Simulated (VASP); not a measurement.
Wanted: the native input for a VASP 6.6.1 run.

| Quantity | Value |
| --- | --- |
| Task | single point |
| Functional | PBE |
| Potentials or basis | VASP PAW PBE potentials, release 64 (Sr_sv, Ti_sv, O) |
| Cutoff | 520 eV |
| k mesh | 3 × 3 × 2 |
| Occupations | fermi-dirac, width 0.24 eV |
| Spin | no spin polarisation |
| Dipole correction | no |
| Further INCAR settings | LREAL = Auto; ALGO = Normal; EDIFF = 1e-06; NBANDS = 96 |

The structure of SrTiO3 lies in POSCAR:

```
SrTiO3
1.0
    5.5223300000      0.0000000000      0.0000000000
    0.0000000000      5.5223300000      0.0000000000
    0.0000000000      0.0000000000      7.8452640000
Sr Ti O
4 4 12
Direct
   -0.0118971521      0.5295952976      0.2332744953
    0.5040988134     -0.0024084037      0.2502019053
    0.5201789824     -0.0568781656      0.7590056880
   -0.0342246841      0.5467981812      0.7603313286
    0.0146315052      0.0192672296      0.0047289677
   -0.0062835796     -0.0357095646      0.5051072851
    0.4722644246      0.4474741640      0.4810673038
    0.4959319707      0.5215733214      0.0089098340
    0.7577417503      0.2510534503      0.5328055245
    0.2535886121      0.2421260591     -0.0895189760
    0.2564497232      0.1843786952      0.5131503541
    0.7210000127      0.1922376968      0.0313819905
   -0.0242470117     -0.0051970817      0.7525686835
   -0.0366149795     -0.0031870605      0.2560653153
    0.2343757074      0.7659810261     -0.0162518432
    0.7171610534      0.7214889367      0.5037688980
    0.7504441060      0.7453194575      0.0244988569
    0.2194001445      0.7054812009      0.5489426487
    0.4768820407      0.5533896019      0.2487997855
    0.5004590454      0.5745763111      0.7934978351
```

The input as run:

INCAR

```
SYSTEM = SrTiO3
  ALGO = Normal
  EDIFF = 1E-6
  ENCUT = 520
  GGA = PE
  ISIF = 2
  ISMEAR = -1
  LASPH = .True.
  LCHARG = .True.
  LELF = .True.
  LREAL = Auto
  LVHAR = .True.
  LWAVE = .False.
  NBANDS = 96
  NELM = 100
  PREC = Accurate
  SIGMA = 0.24
```

KPOINTS

```
k-points
0
Gamma
  3 3 2
  0 0 0
```

Potentials or basis: VASP PAW PBE potentials, release 64 (Sr_sv, Ti_sv, O).

Launch:

```console
$ cat potpaw_PBE.64/Sr_sv/POTCAR potpaw_PBE.64/Ti_sv/POTCAR potpaw_PBE.64/O/POTCAR > POTCAR
$ mpirun -np 1 vasp_std > vasp.out
```

Results of the run:

```json
{
  "Pressure": "11.5 GPa",
  "Largest force": "5.432 eV/Å",
  "Band gap on the k mesh": "1.80 eV"
}
```

Caveat: the cell stands under pressure; an odd mesh through Γ misses points on the zone boundary, where band edges can lie; forces of over 1 eV/Å act on the atoms, so gaps and moduli don't describe the material at rest.

Run time: 5.1 min on 1 thread of AMD EPYC 9R45 96-Core Processor (Zen 5), on a shared host, peak memory 0.37 GiB.
